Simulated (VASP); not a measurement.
Write the native input for VASP 6.6.1 that does the following.

```yaml
Task: single point
Functional: PBEsol
Dispersion: D3(BJ)
Potentials_or_basis: VASP PAW PBE potentials, release 64 (P)
Cutoff: 520 eV
k_mesh: 24 × 24 × 24
Occupations: gaussian, width 0.15 eV
Spin: no spin polarisation
Dipole_correction: no
Further_INCAR_settings: ALGO = Normal; EDIFF = 1e-06; NBANDS = 8
```

The structure of P lies in POSCAR:

```
P
1.0
    2.3904808287     -0.1792860622      0.0000000000
   -0.1792860622      2.3904808287      0.0000000000
    0.0000000000      0.0000000000      2.3906484192
P
1
Direct
    0.0000000000      0.0000000000      0.0000000000
```

This cell differs from its parent crystal: strain -0.1500 x Voigt [0, 0, 0, 0, 0, 1].

The input as run:

INCAR

```
SYSTEM = P
  PREC = Accurate
  ENCUT = 520
  EDIFF = 1E-6
  ISMEAR = 0
  SIGMA = 0.15
  LREAL = .False.
  LASPH = .True.
  NELM = 80
  ALGO = Normal
  ISIF = 2
  LWAVE = .False.
  LCHARG = .False.
  GGA = PS
  IVDW = 12
  NBANDS = 8
```

KPOINTS

```
Automatic mesh
0
Gamma
  24 24 24
  0 0 0
```

Potentials or basis: VASP PAW PBE potentials, release 64 (P).

The run is started by

```console
$ cat potpaw_PBE.64/P/POTCAR > POTCAR
$ mpirun -np 1 vasp_std > vasp.out
```

Results of the run:

* Pressure: 0.5 GPa
* Dispersion energy per atom: -0.418 eV

Caveat: the cell differs from its parent crystal (strain -0.1500 x Voigt [0, 0, 0, 0, 0, 1]); the PAW data sets were made with another functional, which shifts forces and pressure a little; pairwise dispersion overbinds metals, which lowers pressure and volume.

Wall time 46 s on 1 thread of Intel(R) Xeon(R) 6975P-C (Granite Rapids), on a shared host, peak memory 0.28 GiB.
